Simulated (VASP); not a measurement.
# TiO2 in VASP: notebook, part 2 of 2

VASP 6.6.1.

## Step 4: Single point, r2SCAN (epitaxial 111 strain +0.3%)

Contents of POSCAR:

```
TiO2
1.0
   -0.0120941615      2.3919235782      2.3919235782
    2.3919235782     -0.0120941615      2.3919235782
    2.3919235782      2.3919235782     -0.0120941615
Ti O
1 2
Direct
    0.0000000000      0.0000000000      0.0000000000
    0.2502915068      0.2502915068      0.2502915068
    0.7497084932      0.7497084932      0.7497084932
```

Contents of INCAR.step1:

```
PREC = Accurate ; ENCUT = 520
ISMEAR = 0 ; SIGMA = 0.01
LREAL = False ; LASPH = True
NELM = 80 ; NBANDS = 19
GGA = PE ; ALGO = Normal
EDIFF = 1E-4 ; LWAVE = True
LCHARG = False
```

Contents of INCAR.step2:

```
PREC = Accurate ; ENCUT = 520
EDIFF = 1E-6 ; ISMEAR = 0
SIGMA = 0.01 ; LREAL = False
LASPH = True ; NELM = 80
ALGO = Normal ; ISIF = 2
LWAVE = False ; LCHARG = True
METAGGA = R2SCAN ; LMIXTAU = True
LELF = True ; LVHAR = True
NBANDS = 19 ; ISTART = 1
```

Contents of KPOINTS:

```
regular mesh
0
Gamma
  10 10 10
```

Potentials or basis: VASP PAW PBE potentials, release 64 (Ti_sv, O).

On the command line:

```sh
$ cat potpaw_PBE.64/Ti_sv/POTCAR potpaw_PBE.64/O/POTCAR > POTCAR
$ cp INCAR.step1 INCAR
$ mpirun -np 1 vasp_std > vasp.out
$ cp INCAR.step2 INCAR
$ mpirun -np 1 vasp_std > vasp.out
```

OUTCAR:

```text
PREC = Accurate
   ENCUT = 520
   EDIFF = 1E-6
   ISMEAR = 0
   LREAL = False
   LASPH = True
   NELM = 80
   ISIF = 2
   METAGGA = R2SCAN
   ISTART = 1

 ion  position               nearest neighbor table
   1  0.000  0.000  0.000-   2 2.07   3 2.07   3 2.08   3 2.08   3 2.08   2 2.08   2 2.08   2 2.08

   2  0.250  0.250  0.250-   1 2.07   1 2.08   1 2.08   1 2.08
   3  0.750  0.750  0.750-   1 2.07   1 2.08   1 2.08   1 2.08

  LATTYP: Found a trigonal (rhomboedric) cell.
 ALAT       =     3.3827123846
 COS(alpha) =     0.4949374242

  Lattice vectors:

 A1 = (  -0.0120941615,   2.3919235782,   2.3919235782)
 A2 = (   2.3919235782,  -0.0120941615,   2.3919235782)
 A3 = (   2.3919235782,   2.3919235782,  -0.0120941615)

Analysis of symmetry for initial positions (statically):
=====================================================================
 Subroutine PRICEL returns:
 Original cell was already a primitive cell.

 Routine SETGRP: Setting up the symmetry group for a
 trigonal (rhombohedral) supercell.
[... 161 lines left out ...]

 Free energy of the ion-electron system (eV)
  ---------------------------------------------------
  ext. energy  EPLUGINS =         0.00000000
  ---------------------------------------------------
  free energy    TOTEN  =       -34.10090364 eV

  energy without entropy =      -34.10090364  energy(sigma->0) =      -34.10090364

 E-fermi :   7.3457     XC(G=0): -13.0492

 val. band max:        7.1056977745   @ k =   0.5000   0.5000   0.0000
 cond. band min:       8.6496172521   @ k =   0.0000   0.0000   0.0000
 fundamental gap:      1.5439194775
 Fermi energy:         7.3457361222

 k-point     1 :       0.0000    0.0000    0.0000
  band No.  band energies     occupation
      1     -52.8991      2.00000
      2     -27.9333      2.00000
      3     -27.9324      2.00000
      4     -27.9324      2.00000
      5     -13.6433      2.00000
      6      -9.8361      2.00000
[... 505 lines left out ...]
      6     -11.1582      2.00000
[... 11 lines left out ...]
     18      18.2489      0.00000
     19      22.1901      0.00000

 [... further k-points ...]
[... 5 lines left out ...]
  --------------------------------------------------------------------------------------
  -------------------------------------------------------------------------------------
  Total        0.1997279      0.1997279      0.1997279      0.0343754      0.0343754      0.0343754
  in kB       11.6036885     11.6036885     11.6036885      1.9971231      1.9971231      1.9971231
  external PRESSURE =      11.6036885 kB  Pullay stress =       0.0000000 kB

 VOLUME and BASIS-vectors are now :
 -----------------------------------------------------------------------------
  energy-cutoff  :      520.00
  volume of cell :       27.58
      direct lattice vectors                 reciprocal lattice vectors
    -0.012094162  2.391923578  2.391923578    -0.207458009  0.208512299  0.208512299
     2.391923578 -0.012094162  2.391923578     0.208512299 -0.207458009  0.208512299
     2.391923578  2.391923578 -0.012094162     0.208512299  0.208512299 -0.207458009

 POSITION                                       TOTAL-FORCE (eV/Angst)
 -----------------------------------------------------------------------------------
      0.00000      0.00000      0.00000         0.000000     -0.000000      0.000000
      1.19433      1.19433      1.19433         0.001511      0.001511      0.001511
      3.57742      3.57742      3.57742        -0.001511     -0.001511     -0.001511
 -----------------------------------------------------------------------------------
    total drift:                                0.000000     -0.000000      0.000000

  FREE ENERGIE OF THE ION-ELECTRON SYSTEM (eV)
  ---------------------------------------------------
  free  energy   TOTEN  =       -34.1009036403 eV

  energy  without entropy=      -34.1009036403  energy(sigma->0) =      -34.10090364
```

OUTCAR.step1:

```text
PREC = Accurate
   ENCUT = 520
   ISMEAR = 0
   LREAL = False
   LASPH = True
[... 755 lines left out ...]
      0.00000      0.00000      0.00000         0.000000     -0.000000     -0.000000
      1.19433      1.19433      1.19433         0.004361      0.004361      0.004361
      3.57742      3.57742      3.57742        -0.004361     -0.004361     -0.004361
 -----------------------------------------------------------------------------------
    total drift:                                0.000000     -0.000000      0.000000

  FREE ENERGIE OF THE ION-ELECTRON SYSTEM (eV)
  ---------------------------------------------------
  free  energy   TOTEN  =       -26.0186345236 eV

  energy  without entropy=      -26.0186345236  energy(sigma->0) =      -26.01863452
```

It took 3.9 min on 1 thread of Intel Xeon Platinum 8375C at 2.90GHz (Ice Lake), shared host; peak memory 0.2 GiB.

Results:

| Quantity | Value |
| --- | --- |
| Free energy | -34.1009 eV |
| Pressure | 1.2 GPa |
| Band gap on the k mesh | 1.54 eV, indirect (least direct gap 2.24 eV) |

Forces in eV/Å, atoms in the order of the input:
```
Ti   0.000  0.000  0.000
O    0.002  0.002  0.002
O   -0.002 -0.002 -0.002
```

Levels at points of the mesh, in eV from the valence-band top:
```csv
k point,band 10,band 11,band 12,band 13,band 14,band 15
"(0.00, 0.00, 0.00)",-0.93,-0.90,-0.90,1.54,1.54,5.70
"(0.50, 0.00, 0.00)",-3.34,-2.64,-2.60,1.84,1.86,3.13
"(0.50, 0.50, 0.00)",-2.18,-2.12,0.00,2.24,2.25,3.18
"(0.50, 0.50, 0.50)",-3.37,-2.62,-2.62,1.86,1.86,3.20
```

Caveat: the cell differs from its parent crystal (epitaxial 111 strain +0.3%); the PAW data sets were made with another functional, which shifts forces and pressure a little. A k mesh can miss the band edges.

## Step 5: Single point, r2SCAN (shear xy strain -3.4%)

Contents of POSCAR:

```
TiO2
1.0
   -0.0405063807      2.3968272579      2.3968272579
    2.3968272579     -0.0405063807      2.3968272579
    2.3563208772      2.3563208772      0.0000000000
Ti O
1 2
Direct
    0.0000000000      0.0000000000      0.0000000000
    0.2518949748      0.2518949748      0.2481050252
    0.7481050252      0.7481050252      0.7518949748
```

Contents of INCAR.step1:

```
  PREC = Accurate
  ENCUT = 520
  ISMEAR = 0
  SIGMA = 0.01
  LREAL = False
  LASPH = True
  NELM = 80
  NBANDS = 19
  GGA = PE
  ALGO = Normal
  EDIFF = 1E-4
  LWAVE = True
  LCHARG = False
```

Contents of INCAR.step2:

```
  PREC = Accurate
  ENCUT = 520
  EDIFF = 1E-7
  ISMEAR = 0
  SIGMA = 0.01
  LREAL = False
  LASPH = True
  NELM = 80
  ALGO = Normal
  ISIF = 2
  LWAVE = False
  LCHARG = False
  METAGGA = R2SCAN
  LMIXTAU = True
  NBANDS = 19
  ISTART = 1
```

KPOINTS is that of step 4.

Potentials or basis: VASP PAW PBE potentials, release 64 (Ti_sv, O).

On the command line:

```sh
$ cat potpaw_PBE.64/Ti_sv/POTCAR potpaw_PBE.64/O/POTCAR > POTCAR
$ cp INCAR.step1 INCAR
$ mpirun -np 1 vasp_std > vasp.out
$ cp INCAR.step2 INCAR
$ mpirun -np 1 vasp_std > vasp.out
```

OUTCAR:

```text
PREC = Accurate
   ENCUT = 520
   EDIFF = 1E-7
   ISMEAR = 0
   LREAL = False
   LASPH = True
   NELM = 80
   ISIF = 2
   METAGGA = R2SCAN
   ISTART = 1

 ion  position               nearest neighbor table
   1  0.000  0.000  0.000-   3 2.06   2 2.06   3 2.06   2 2.06   3 2.09   3 2.09   2 2.09   2 2.09

   2  0.252  0.252  0.248-   1 2.06   1 2.06   1 2.09   1 2.09
   3  0.748  0.748  0.752-   1 2.06   1 2.06   1 2.09   1 2.09

  LATTYP: Found a body centered orthorhombic cell.
 ALAT       =     3.3323409418
 B/A-ratio  =     1.0343810396
 C/A-ratio  =     1.4385246286

  Lattice vectors:

 A1 = (   0.0405063807,  -2.3968272579,  -2.3968272579)
 A2 = (  -0.0405063807,   2.3968272579,  -2.3968272579)
 A3 = (   2.3968272579,  -0.0405063807,   2.3968272579)

Analysis of symmetry for initial positions (statically):
=====================================================================
 Subroutine PRICEL returns:
 Original cell was already a primitive cell.

 Routine SETGRP: Setting up the symmetry group for a
[... 163 lines left out ...]
 Free energy of the ion-electron system (eV)
  ---------------------------------------------------
  ext. energy  EPLUGINS =         0.00000000
  ---------------------------------------------------
  free energy    TOTEN  =       -34.09681159 eV

  energy without entropy =      -34.09681159  energy(sigma->0) =      -34.09681159

 E-fermi :   7.2560     XC(G=0): -13.0596

 val. band max:        7.1245796582   @ k =   0.5000   0.5000   0.0000
 cond. band min:       8.6706971321   @ k =   0.0000   0.0000   0.0000
 fundamental gap:      1.5461174739
 Fermi energy:         7.2559960576

 k-point     1 :       0.0000    0.0000    0.0000
  band No.  band energies     occupation
      1     -52.8730      2.00000
      2     -27.9088      2.00000
      3     -27.9066      2.00000
      4     -27.9056      2.00000
      5     -13.6349      2.00000
      6      -9.8192      2.00000
[... 505 lines left out ...]
      6     -11.1502      2.00000
[... 11 lines left out ...]
     18      18.2813      0.00000
     19      22.2229      0.00000

 [... further k-points ...]
[... 5 lines left out ...]
  --------------------------------------------------------------------------------------
  -------------------------------------------------------------------------------------
  Total        0.2938523      0.2938523      0.2960784      0.2345557      0.0000000      0.0000000
  in kB       17.1010774     17.1010774     17.2306280     13.6502431      0.0000000      0.0000000
  external PRESSURE =      17.1442610 kB  Pullay stress =       0.0000000 kB

 VOLUME and BASIS-vectors are now :
 -----------------------------------------------------------------------------
  energy-cutoff  :      520.00
  volume of cell :       27.53
      direct lattice vectors                 reciprocal lattice vectors
    -0.040506381  2.396827258  2.396827258    -0.205142206  0.205142206  0.208609110
     2.396827258 -0.040506381  2.396827258     0.205142206 -0.205142206  0.208609110
     2.356320877  2.356320877  0.000000000     0.212195209  0.212195209 -0.208609110

 POSITION                                       TOTAL-FORCE (eV/Angst)
 -----------------------------------------------------------------------------------
      0.00000      0.00000      0.00000        -0.000000      0.000000      0.000000
      1.17816      1.17816      1.20750         0.000000      0.000000      0.010426
      3.53448      3.53448      3.58616        -0.000000     -0.000000     -0.010426
 -----------------------------------------------------------------------------------
    total drift:                                0.000000      0.000000      0.000000

  FREE ENERGIE OF THE ION-ELECTRON SYSTEM (eV)
  ---------------------------------------------------
  free  energy   TOTEN  =       -34.0968115867 eV

  energy  without entropy=      -34.0968115867  energy(sigma->0) =      -34.09681159
```

OUTCAR.step1:

```text
PREC = Accurate
   ENCUT = 520
   ISMEAR = 0
   LREAL = False
   LASPH = True
[... 756 lines left out ...]
      0.00000      0.00000      0.00000         0.000000     -0.000000      0.000000
      1.17816      1.17816      1.20750         0.000000      0.000000      0.029989
      3.53448      3.53448      3.58616        -0.000000     -0.000000     -0.029989
 -----------------------------------------------------------------------------------
    total drift:                                0.000000      0.000000      0.000000

  FREE ENERGIE OF THE ION-ELECTRON SYSTEM (eV)
  ---------------------------------------------------
  free  energy   TOTEN  =       -26.0135574332 eV

  energy  without entropy=      -26.0135574332  energy(sigma->0) =      -26.01355743
```

OSZICAR.step1:

```text
N       E                     dE             d eps       ncg     rms          rms(c)
DAV:   1     0.248436597579E+03    0.24844E+03   -0.12978E+04  6498   0.151E+03
DAV:   2    -0.146149334949E+02   -0.26305E+03   -0.24889E+03  7050   0.415E+02
DAV:   3    -0.349696931146E+02   -0.20355E+02   -0.20159E+02  7612   0.120E+02
DAV:   4    -0.356301884387E+02   -0.66050E+00   -0.65893E+00  9113   0.195E+01
DAV:   5    -0.356414008888E+02   -0.11212E-01   -0.11209E-01  7609   0.247E+00    0.210E+01
DAV:   6    -0.266216996227E+02    0.90197E+01   -0.42963E+01  7858   0.761E+01    0.936E+00
DAV:   7    -0.262495376103E+02    0.37216E+00   -0.10441E+01  7684   0.288E+01    0.599E+00
DAV:   8    -0.260936377472E+02    0.15590E+00   -0.34444E-01  7483   0.588E+00    0.407E+00
DAV:   9    -0.262083204256E+02   -0.11468E+00   -0.22300E+00  7809   0.135E+01    0.396E+00
DAV:  10    -0.260285491027E+02    0.17977E+00   -0.68196E-01  8174   0.718E+00    0.119E+00
DAV:  11    -0.260162121002E+02    0.12337E-01   -0.77515E-02  8169   0.260E+00    0.556E-01
DAV:  12    -0.260137291719E+02    0.24829E-02   -0.78661E-03  7354   0.763E-01    0.167E-01
DAV:  13    -0.260139661919E+02   -0.23702E-03   -0.23143E-04  4857   0.133E-01    0.184E-01
DAV:  14    -0.260135336293E+02    0.43256E-03   -0.19426E-03  8607   0.364E-01    0.213E-02
DAV:  15    -0.260135574332E+02   -0.23804E-04   -0.11496E-04  3930   0.119E-01
   1 F= -.26013557E+02 E0= -.26013557E+02  d E =-.144253E-72
```

Wall time 5.4 min (1 thread of Intel Xeon Platinum 8375C at 2.90GHz (Ice Lake), shared host); peak memory 0.23 GiB.

Results:

```yaml
Free_energy: -34.0968 eV
Pressure: 1.7 GPa
Largest_force: 0.010 eV/Å
Band_gap_on_the_k_mesh: 1.55 eV, indirect (least direct gap 2.24 eV)
```

Forces on the atoms (eV/Å):
```
Ti   0.000  0.000  0.000
O    0.000  0.000  0.010
O    0.000  0.000 -0.010
```

Stress tensor (GPa, compression positive):
```
1.71 1.37 0.00
1.37 1.71 0.00
0.00 0.00 1.72
```

Caveat: the cell differs from its parent crystal (shear xy strain -3.4%); the PAW data sets were made with another functional, which shifts forces and pressure a little. A k mesh can miss the band edges.

## Step 6: Summary

| level | cell | smearing | gap on the mesh (eV) | pressure (GPa) | largest force (eV/Å) |
| --- | --- | --- | --- | --- | --- |
| r2SCAN | a = 3.483, b = 3.483, c = 3.390 Å, angles 60.9, 60.9, 58.2°, 3 atoms | gaussian 0.01 eV | 1.13 | -11.5 | - |
| PBE | a = 3.390, b = 3.390, c = 3.332 Å, angles 60.6, 60.6, 61.1°, 3 atoms | fermi-dirac 0.02 eV | 1.13 | 6.9 | 0.03 |
| r2SCAN | a = 3.383 Å, angles 60.3°, 3 atoms | gaussian 0.01 eV | 1.54 | 1.2 | - |
| r2SCAN | a = 3.390, b = 3.390, c = 3.332 Å, angles 60.6, 60.6, 61.1°, 3 atoms | gaussian 0.01 eV | 1.55 | 1.7 | 0.01 |

Alike in all rows: task single point; potentials or basis VASP PAW PBE potentials, release 64 (Ti_sv, O); no spin polarisation; k mesh 10 × 10 × 10; cutoff (eV) 520.

Caveats: the PAW data sets were made with another functional, which shifts forces and pressure a little (some runs).

Total energies depend on the potentials used, so only differences within one code and one set of settings carry meaning.
